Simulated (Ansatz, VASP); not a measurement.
## AlRu: VASP beside Ansatz

File POSCAR:

```
AlRu
1.0
    2.9916000000      0.0000000000      0.0000000000
    0.0000000000      2.9916000000      0.0000000000
    0.0000000000      0.0000000000      2.9916000000
Al Ru
1 1
Direct
    0.0000000000      0.0000000000      0.0000000000
    0.5000000000      0.5000000000      0.5000000000
```

INCAR.step1

```
SYSTEM = AlRu
PREC = Accurate
ENCUT = 520
ISMEAR = -1
SIGMA = 0.05
LREAL = .FALSE.
LASPH = .TRUE.
NELM = 80
NBANDS = 16
GGA = PE
ALGO = Normal
EDIFF = 1E-4
LWAVE = .TRUE.
LCHARG = .FALSE.
```

INCAR.step2

```
SYSTEM = AlRu
PREC = Accurate
ENCUT = 520
EDIFF = 1E-8
ISMEAR = -1
SIGMA = 0.05
LREAL = .FALSE.
LASPH = .TRUE.
NELM = 80
ALGO = Normal
ISIF = 2
LWAVE = .FALSE.
LCHARG = .FALSE.
METAGGA = R2SCAN
LMIXTAU = .TRUE.
LEFG = .TRUE.
NBANDS = 16
ISTART = 1
```

File KPOINTS:

```
regular mesh
0
G
  12 12 12
  0 0 0
```

Input for Ansatz:

```yaml
crystal:
  lattice:
    - [2.9916, 0.0, 0.0]
    - [0.0, 2.9916, 0.0]
    - [0.0, 0.0, 2.9916]
  atoms:
    - { symbol: Al, position: [0.0, 0.0, 0.0] }
    - { symbol: Ru, position: [0.5, 0.5, 0.5] }
kpoints:
  mp_grid: { grid: [12, 12, 12] }
  band_path:
    path:
      - [0.0, 0.0, 0.0]
      - [0.0, 0.5, 0.0]
      - [0.5, 0.5, 0.0]
      - [0.0, 0.0, 0.0]
      - [0.5, 0.5, 0.5]
      - [0.0, 0.5, 0.0]
      - [0.5, 0.5, 0.5]
      - [0.5, 0.5, 0.0]
    npoints: 5
scf:
  occupations: { method: fermi_dirac, width: 0.05 }
hamiltonian:
  xc: r2scan
  pseudopotentials: { kind: paw }
output:
  forces: true
  stress: true
  eigenvalues: true
  efg: { contact_densities: true }
  write_density: true
  write_potential: true
  elf: true
  volumetric_format: npy
```

Alike in both runs: task electric field gradients; functional r2SCAN; k mesh 12 × 12 × 12; occupations fermi-dirac, width 0.05 eV; no spin polarisation.

|  | VASP | Ansatz |
| --- | --- | --- |
| version | VASP 6.6.1 | Ansatz 0.2.0 |
| potentials or method | VASP PAW PBE potentials, release 64 (Al, Ru_pv) | PAW with Ansatz's default frozen-core files, scalar-relativistic |
| plane-wave cutoff (eV) | 520 | 500 |
| valence electrons in the cell | 17 | 19 |

Ansatz gave:

* gap on the k mesh at the Fermi level (eV): none
* pressure (GPa): -2.1

Estimate VASP's values.

gap on the k mesh at the Fermi level (eV): none; pressure (GPa): -2.0.

VASP's potentials were made for PBE, not for r2SCAN. A gap of «none» marks a metal or a gap that the smearing closes. VASP's potentials hold 17 valence electrons a cell and Ansatz's 19, so a difference there can come from the potentials and not from the codes.
